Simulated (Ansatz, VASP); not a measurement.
## One calculation of Sn3Te, two programs

Contents of INCAR:

```
ALGO     = Fast           # electronic algorithm
EDIFF    = 1E-7           # SCF threshold, eV
EDIFFG   = -0.01          # ionic threshold
ENCUT    = 600            # plane-wave cutoff, eV
GGA      = PE             # functional
IBRION   = 2              # ionic algorithm
ISIF     = 3              # what is computed and relaxed
ISMEAR   = 0              # smearing method
LASPH    = T              # aspherical terms in the spheres
LCHARG   = F              # write CHGCAR
LREAL    = F              # projectors in reciprocal space
LWAVE    = F              # write WAVECAR
NELM     = 80             # most SCF steps
NSW      = 100            # ionic steps
PREC     = Accurate       # precision mode
SIGMA    = 0.1            # smearing width, eV
```

Contents of KPOINTS:

```
k-points
0
Gamma
  10 10 10
```

File POSCAR:

```
Sn3Te
1.0
   -3.1358581697      3.1358581697      3.1358581697
    3.1358581697     -3.1358581697      3.1358581697
    3.1358581697      3.1358581697     -3.1358581697
Sn Te
3 1
Direct
    0.0000000000      0.5000000000      0.5000000000
    0.5000000000      0.0000000000      0.5000000000
    0.5000000000      0.5000000000      0.0000000000
    0.0000000000      0.0000000000      0.0000000000
```

Input for Ansatz:

```yaml
crystal:
  lattice:
    - [-3.1358581697, 3.1358581697, 3.1358581697]
    - [3.1358581697, -3.1358581697, 3.1358581697]
    - [3.1358581697, 3.1358581697, -3.1358581697]
  atoms:
    - { symbol: Sn, position: [0.0, 0.5, 0.5] }
    - { symbol: Sn, position: [0.5, 0.0, 0.5] }
    - { symbol: Sn, position: [0.5, 0.5, 0.0] }
    - { symbol: Te, position: [0.0, 0.0, 0.0] }
basis:
  ecutwfc: 420
kpoints:
  mp_grid: { grid: [10, 10, 10] }
hamiltonian:
  xc: pbe
scf:
  occupations: { method: gaussian, width: 0.1 }
output:
  forces: true
  stress: true
  eigenvalues: true
  write_density: true
  write_potential: true
  elf: true
  volumetric_format: npy
relax:
  adjacent_minimum: "off"
  f_tol: 0.01
  max_steps: 80
  cell: { stress_tol: 0.05 }
```

Alike in both runs: task relaxation of cell and atoms; functional PBE; k mesh 10 × 10 × 10; occupations gaussian, width 0.1 eV; no spin polarisation.

|  | VASP | Ansatz |
| --- | --- | --- |
| version | VASP 6.6.1 | Ansatz 0.2.0 |
| potentials or method | VASP PAW PBE potentials, release 64 (Sn_d, Te), cutoff 600 eV | scalar-relativistic, plane waves, PAW |
| valence electrons in the cell | 48 | 58 |

|  | VASP | Ansatz | Ansatz less VASP |
| --- | --- | --- | --- |
| gap on the k mesh at the Fermi level, each at its own relaxed structure (eV) | none | none | - |
| relaxed volume (Å³/atom) | 30.61 | 30.62 | +0.005 |
| relaxed length of the cell vector where the two differ most in proportion (Å) | 5.418 | 5.419 | +0.0003 |

A gap of «none» marks a metal or a gap that the smearing closes. VASP's potentials hold 48 valence electrons a cell and Ansatz's 58, so a difference there can come from the potentials and not from the codes.

Neither program's run includes spin-orbit coupling.
